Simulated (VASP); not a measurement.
# Si8NO14 (a cell with a defect) in VASP: further runs, part 2 of 2

VASP 6.6.1.

## (3) Single point, PBEsol, collinear spin, ferromagnetic start

The input, INCAR:

```
SYSTEM = Si8NO14
PREC = Accurate
ENCUT = 520
EDIFF = 1E-6
ISMEAR = -1
SIGMA = 0.02
LREAL = .False.
LASPH = .True.
NELM = 200
ALGO = Normal
ISIF = 2
LWAVE = .False.
LCHARG = .False.
ISPIN = 2
MAGMOM = 0 0 0 0 0 0 0 0 0 0 0 0.07 0 0 0 0 0.09 0 0 0.1 0 0 0.28
LORBIT = 11
GGA = PS
NBANDS = 82
NELECT = 119.0
GGA_COMPAT = .False.
```

The input, KPOINTS:

```
regular mesh
0
Gamma
  2 2 2
  0 0 0
```

The input, POSCAR:

```
Si8NO14
1.0
   -5.6578710000     -5.2657200000      0.0000000000
    4.5381290000     -5.2657200000      0.0000000000
    2.0996240000      2.2758520000      6.2331600000
Si O N
8 14 1
Direct
    0.7174313932      0.5772382639      0.2246881197
    0.9787723327      0.3456659082      0.6053284369
    0.9620614013      0.4225776125      0.0422564157
    0.2841744171      0.4532455936      0.4481017654
    0.2066133191      0.0929441374      0.2414637198
    0.4491294050      0.8366794038      0.5943436395
    0.3940333605      0.8241267688     -0.0042001168
    0.8057420673      0.9413180661      0.5157899043
    0.8202993650      0.7863054065      0.3493557040
    0.9559816764      0.1069713440      0.5985015626
    0.7576301629      0.5143113104      0.0225219632
    0.1276491618      0.5526289419      0.2303717537
   -0.0050188911      0.1977076738      0.1231662592
    0.7833133157      0.4164174811      0.4013777923
    0.1765982172      0.3978890516      0.5953594966
    0.9786933741      0.4381709941      0.8210538475
    0.3668997218      0.2575439531      0.3731866341
    0.4554089943      0.6056611158      0.5757883642
    0.4844027959      0.6348885162      0.1245835178
    0.2472533560      0.9270625613      0.4159254696
    0.6411944819      0.9265518853      0.5885995226
    0.4587183973      0.9010052586      0.8292134327
    0.2388327074     -0.0469673011      0.0498228828
```

Potentials or basis: VASP PAW PBE potentials, release 64 (Si, O, N).

Launch:

```sh
cat potpaw_PBE.64/Si/POTCAR potpaw_PBE.64/O/POTCAR potpaw_PBE.64/N/POTCAR > POTCAR
mpirun -np 1 vasp_std > vasp.out
```

OUTCAR:

```text
SYSTEM = Si8NO14
   PREC = Accurate
   ENCUT = 520
   EDIFF = 1E-6
   ISMEAR = -1
   LREAL = .False.
   LASPH = .True.
   NELM = 200
   ISIF = 2
   ISPIN = 2
   LORBIT = 11
   GGA = PS
   NELECT = 119.0

 ion  position               nearest neighbor table
   1  0.717  0.577  0.225-  14 1.60  11 1.61  19 1.66   9 1.69   7 2.85   3 2.86   2 3.02   8 3.06

   2  0.979  0.346  0.605-  16 1.60  15 1.62  14 1.63  10 1.67   1 3.02   8 3.07   3 3.12   4 3.14

   3  0.962  0.423  0.042-  16 1.61  12 1.63  11 1.63  13 1.66   4 2.82   1 2.86   5 2.90   2 3.12

   4  0.284  0.453  0.448-  18 1.62  12 1.63  17 1.64  15 1.65   5 2.77   3 2.82   6 2.93   2 3.14

   5  0.207  0.093  0.241-  13 1.63  17 1.64  20 1.64  23 1.71   4 2.77   3 2.90   6 2.97
   6  0.449  0.837  0.594-  18 1.61  20 1.63  22 1.64  21 1.65   4 2.93   5 2.97   7 3.01
   7  0.394  0.824  0.996-  22 1.57  19 1.59  23 1.63   1 2.85   6 3.01
   8  0.806  0.941  0.516-  10 1.56  21 1.57   9 1.58   1 3.06   2 3.07
   9  0.820  0.786  0.349-   8 1.58   1 1.69
  10  0.956  0.107  0.599-   8 1.56   2 1.67
  11  0.758  0.514  0.023-   1 1.61   3 1.63
  12  0.128  0.553  0.230-   3 1.63   4 1.63
  13  0.995  0.198  0.123-   5 1.63   3 1.66
  14  0.783  0.416  0.401-   1 1.60   2 1.63
  15  0.177  0.398  0.595-   2 1.62   4 1.65
[... 1445 lines left out ...]
  energy-cutoff  :      520.00
  volume of cell :      334.65
      direct lattice vectors                 reciprocal lattice vectors
    -5.657871000 -5.265720000  0.000000000    -0.098077678 -0.084525792  0.063899280
     4.538129000 -5.265720000  0.000000000     0.098077678 -0.105381761  0.005439784
     2.099624000  2.275852000  6.233160000     0.000000000  0.000000000  0.160432269

 POSITION                                       TOTAL-FORCE (eV/Angst)
 -----------------------------------------------------------------------------------
     -0.96779     -6.30601      1.40052         0.046456      0.008309     -0.014477
     -2.69813     -5.59648      3.77311        -0.031182      0.042702      0.027605
     -3.43679     -7.19495      0.26339         0.029626     -0.013753     -0.078191
      1.38991     -2.86323      2.79309        -0.016563     -0.048909      0.072541
     -0.24022     -1.02785      1.50508        -0.100390      0.066508     -0.062545
      2.50374     -5.41807      3.70464         0.012799     -0.067654      0.048040
[... 15 lines left out ...]
      3.23455     -5.27276      5.16862        -0.009914     -0.036117     -0.032987
      3.07831     -6.16264      0.31055         0.015910     -0.008889      0.008262
 -----------------------------------------------------------------------------------
    total drift:                               -0.000447      0.000269     -0.000490

  FREE ENERGIE OF THE ION-ELECTRON SYSTEM (eV)
  ---------------------------------------------------
  free  energy   TOTEN  =      -187.4340541628 eV

  energy  without entropy=     -187.4340541615  energy(sigma->0) =     -187.43405416

 total charge

# of ion       s       p       d       tot
------------------------------------------
    1        0.644   0.967   0.000   1.611
    2        0.633   0.965   0.000   1.598
    3        0.647   0.981   0.000   1.628
    4        0.647   0.978   0.000   1.625
    5        0.653   0.979   0.000   1.633
    6        0.638   0.965   0.000   1.603
[... 15 lines left out ...]
   22        1.552   3.641   0.000   5.193
   23        1.260   2.478   0.000   3.738
--------------------------------------------------
tot         28.170  61.188   0.000  89.358

 magnetization (x)

# of ion       s       p       d       tot
------------------------------------------
    1        0.000   0.001   0.000   0.001
    2       -0.000  -0.000   0.000  -0.000
    3       -0.000  -0.000   0.000  -0.000
    4       -0.000  -0.000   0.000  -0.000
    5       -0.003  -0.007   0.000  -0.011
    6       -0.000  -0.000   0.000  -0.001
[... 15 lines left out ...]
   22        0.001   0.024   0.000   0.025
   23        0.016   0.508   0.000   0.524
--------------------------------------------------
tot          0.013   0.689   0.000   0.703
```

stdout:

```text
POSCAR found type information on POSCAR SiO N
 POSCAR found :  3 types and      23 ions
 scaLAPACK will be used
 -----------------------------------------------------------------------------
|                                                                             |
|                                                                             |
|     You have a (more or less) 'large supercell' and for larger cells it     |
|     might be more efficient to use real-space projection operators.         |
|     Therefore, try LREAL= Auto in the INCAR file.                           |
|     Mind: For very accurate calculation, you might also keep the            |
|     reciprocal projection scheme (i.e. LREAL=.FALSE.).                      |
|                                                                             |
 -----------------------------------------------------------------------------

 -----------------------------------------------------------------------------
|                                                                             |
|                                                                             |
|     You enforced a specific xc type in the INCAR file but a different       |
|     I HOPE YOU KNOW WHAT YOU ARE DOING!                                     |
|                                                                             |
 -----------------------------------------------------------------------------

 LDA part: xc-table for (Slater+PW92), standard interpolation
 POSCAR, INCAR and KPOINTS ok, starting setup
 FFT: planning ... GRIDC
 FFT: planning ... GRID_SOFT
 FFT: planning ... GRID
 WAVECAR not read
 entering main loop
 the old and the new charge density differ
 old charge density:   121.00000 new  119.00000
    0.381E+01
```

It took 5.6 min on 1 thread of Intel Xeon 6975P-C (Granite Rapids), shared host; peak memory 0.71 GiB.

Results:

```yaml
Free_energy: -187.4341 eV
Largest_force: 0.136 eV/Å
Net_moment: 1.00 μB per cell
Site_moments: Si +0.00, -0.00, -0.01 (each value once); O -0.00, +0.01, +0.00, +0.02, +0.11, +0.03 (each value once); N +0.52 μB
Valence_electrons_inside_the_program's_atomic_spheres: Si 1.61, 1.60, 1.63, 1.62, 1.68 (each value once); O 5.17, 5.19, 5.16, 5.21, 5.22, 5.20 (each value once); N 3.74
```

Forces on the atoms (eV/Å):
```
Si   0.046  0.008 -0.014
Si  -0.031  0.043  0.028
Si   0.030 -0.014 -0.078
Si  -0.017 -0.049  0.073
Si  -0.100  0.067 -0.063
Si   0.013 -0.068  0.048
Si   0.114  0.025  0.015
Si   0.024 -0.003  0.034
O   -0.059  0.042 -0.061
O    0.027 -0.096  0.028
O   -0.006  0.007 -0.062
O    0.040 -0.042  0.007
O    0.041  0.028 -0.010
O   -0.017  0.017  0.023
O   -0.014 -0.030 -0.005
O    0.001  0.006  0.003
O   -0.058 -0.034  0.015
O   -0.043  0.018  0.012
O   -0.043  0.052  0.030
O    0.019  0.025 -0.002
O    0.028  0.042  0.003
O   -0.010 -0.036 -0.033
N    0.016 -0.009  0.008
```

Levels at points of the mesh, in eV from the Fermi level:
Spin up:
```csv
k point,band 56,band 57,band 58,band 59,band 60,band 61,band 62,band 63,band 64,band 65
"(0.00, 0.00, 0.00)",-1.19,-1.13,-1.02,-0.80,-0.42,3.22,4.56,5.00,5.75,6.67
"(0.50, 0.00, 0.00)",-1.20,-1.17,-1.08,-0.81,-0.46,3.85,4.27,4.81,5.62,6.83
"(0.00, 0.50, 0.00)",-1.22,-1.11,-0.97,-0.86,-0.53,3.63,4.58,4.89,5.76,6.40
"(0.50, 0.50, 0.00)",-1.27,-1.15,-0.97,-0.90,-0.56,3.99,4.34,4.83,5.67,6.78
"(0.00, 0.00, 0.50)",-1.19,-1.07,-0.90,-0.71,-0.41,3.89,4.37,4.82,5.58,6.88
"(0.50, 0.00, 0.50)",-1.24,-1.12,-0.87,-0.71,-0.38,3.72,4.49,4.92,5.65,6.46
"(0.00, 0.50, 0.50)",-1.20,-1.06,-0.86,-0.76,-0.47,4.09,4.37,4.87,5.66,7.13
"(0.50, 0.50, 0.50)",-1.21,-1.02,-0.87,-0.74,-0.47,3.90,4.51,4.83,5.71,7.16
```
Spin down:
```tsv
k point	band 57	band 58	band 59	band 60	band 61	band 62
(0.00, 0.00, 0.00)	-0.97	-0.71	-0.41	0.40	3.25	4.59
(0.50, 0.00, 0.00)	-1.01	-0.70	-0.46	0.40	3.88	4.31
(0.00, 0.50, 0.00)	-0.99	-0.69	-0.53	0.39	3.66	4.61
(0.50, 0.50, 0.00)	-1.06	-0.73	-0.54	0.39	4.02	4.38
(0.00, 0.00, 0.50)	-0.87	-0.65	-0.40	0.44	3.92	4.41
(0.50, 0.00, 0.50)	-0.85	-0.64	-0.41	0.46	3.74	4.53
(0.00, 0.50, 0.50)	-0.93	-0.65	-0.46	0.45	4.12	4.41
(0.50, 0.50, 0.50)	-0.94	-0.65	-0.46	0.46	3.91	4.55
```

Caveat: the k points lie up to 0.50 Å⁻¹ apart; the cell carries a net charge on a neutralising background, which shifts energy and pressure; the cell is charged against a uniform background, so pressure and absolute levels hang on convention; the PAW data sets were made with another functional, which shifts forces and pressure a little.
